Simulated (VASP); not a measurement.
Al15Ni16 (a cell with a defect): single point with PBE

System: Al15Ni16 (a cell with a defect).

```
Al Ni
1.0
     0.00000    5.78365    5.78365
     5.78365    0.00000    5.78365
     5.78365    5.78365    0.00000
Al Ni
15 16
Direct
  0.12417 0.12534 0.12535
  0.37166 0.37794 0.37739
  0.12419 0.12546 0.62512
  0.37203 0.37800 0.87258
  0.12417 0.62521 0.12550
  0.37162 0.87289 0.37760
  0.37399 0.87576 0.87541
  0.62417 0.12548 0.12532
  0.87454 0.37535 0.37482
  0.62409 0.12532 0.62504
  0.87651 0.37760 0.87318
  0.62424 0.62532 0.12522
  0.87660 0.87304 0.37773
  0.62411 0.62553 0.62502
  0.87710 0.87287 0.87268
  0.00084 0.99971 0.99992
  0.24756 0.25109 0.25060
  0.99909 0.00005 0.50049
  0.24855 0.25209 0.74983
  0.00031 0.50059 0.99876
  0.24890 0.75037 0.25077
  0.99882 0.50044 0.50112
  0.24935 0.75054 0.75014
  0.49973 0.99981 0.99891
  0.74913 0.25094 0.25111
  0.49812 0.99965 0.50216
  0.74970 0.25095 0.74839
  0.49890 0.50216 0.99919
  0.74962 0.74864 0.25091
  0.49926 0.50016 0.49971
  0.74976 0.75007 0.75059
```

* Program: VASP 6.6.1
* Task: single point
* Functional: PBE
* Potentials or basis: VASP PAW PBE potentials, release 64 (Al, Ni)
* Cutoff: 520 eV
* k mesh: 4 × 4 × 4
* Occupations: methfessel-paxton, width 0.1 eV
* Spin: no spin polarisation

```yaml
Pressure: -1.9 GPa
Largest_force: 0.072 eV/Å
Band_gap_on_the_k_mesh: zero (an odd number of electrons rules out a gap without spin polarisation)
```

Forces in eV/Å, atoms in the order of the input:
```
Al  -0.005 -0.002  0.013
Al   0.016  0.000 -0.008
Al   0.013  0.002 -0.001
Al  -0.010 -0.009 -0.001
Al   0.004 -0.005  0.006
Al   0.000  0.001 -0.005
Al  -0.002  0.002  0.007
Al  -0.008 -0.002 -0.006
Al   0.006 -0.009 -0.003
Al   0.005  0.003 -0.003
Al  -0.003 -0.006  0.010
Al  -0.002  0.000  0.009
Al  -0.001  0.011 -0.014
Al  -0.001  0.008  0.000
Al  -0.006  0.000 -0.005
Ni   0.041 -0.037 -0.038
Ni  -0.046  0.040  0.034
Ni  -0.025  0.020 -0.010
Ni  -0.001 -0.007  0.007
Ni   0.000 -0.019  0.002
Ni   0.014  0.016 -0.019
Ni   0.005  0.011  0.034
Ni  -0.022 -0.018 -0.021
Ni   0.059  0.033  0.016
Ni  -0.048 -0.029 -0.025
Ni  -0.038 -0.037  0.049
Ni   0.037  0.043 -0.034
Ni  -0.024  0.040 -0.043
Ni   0.033 -0.036  0.044
Ni   0.038 -0.014 -0.014
Ni  -0.028  0.000  0.019
```

Levels at points of the mesh, in eV from the Fermi level:
```tsv
k point	band 98	band 99	band 100	band 101	band 102	band 103	band 104	band 105	band 106	band 107
(0.00, 0.00, 0.00)	-0.81	-0.44	-0.44	-0.44	1.68	1.68	1.68	2.29	2.29	2.29
(0.50, 0.00, 0.00)	-0.09	-0.08	-0.08	-0.05	0.00	0.04	0.04	0.05	0.25	0.40
(0.00, 0.50, 0.00)	-0.09	-0.08	-0.08	-0.05	0.00	0.04	0.05	0.05	0.25	0.40
(0.00, 0.00, 0.50)	-0.09	-0.08	-0.08	-0.05	0.00	0.04	0.05	0.05	0.26	0.40
(0.50, 0.50, 0.50)	-0.09	-0.08	-0.08	-0.05	0.00	0.04	0.04	0.05	0.25	0.40
(0.50, 0.50, 0.00)	-0.48	-0.40	-0.39	-0.39	-0.28	-0.01	-0.01	0.07	0.07	1.08
(0.00, 0.50, 0.50)	-0.48	-0.40	-0.39	-0.39	-0.28	-0.01	-0.01	0.07	0.07	1.09
(0.50, 0.00, 0.50)	-0.48	-0.40	-0.39	-0.39	-0.28	-0.01	-0.01	0.07	0.07	1.08
```

Wall time 9.2 min on 1 × NVIDIA H100 80GB with 1 thread of AMD EPYC 7R13 Processor (Zen 3), with other jobs on the host, peak memory 2.2 GiB.

Spin polarisation is off, so any magnetic state and its effect on volume and gap are missing.
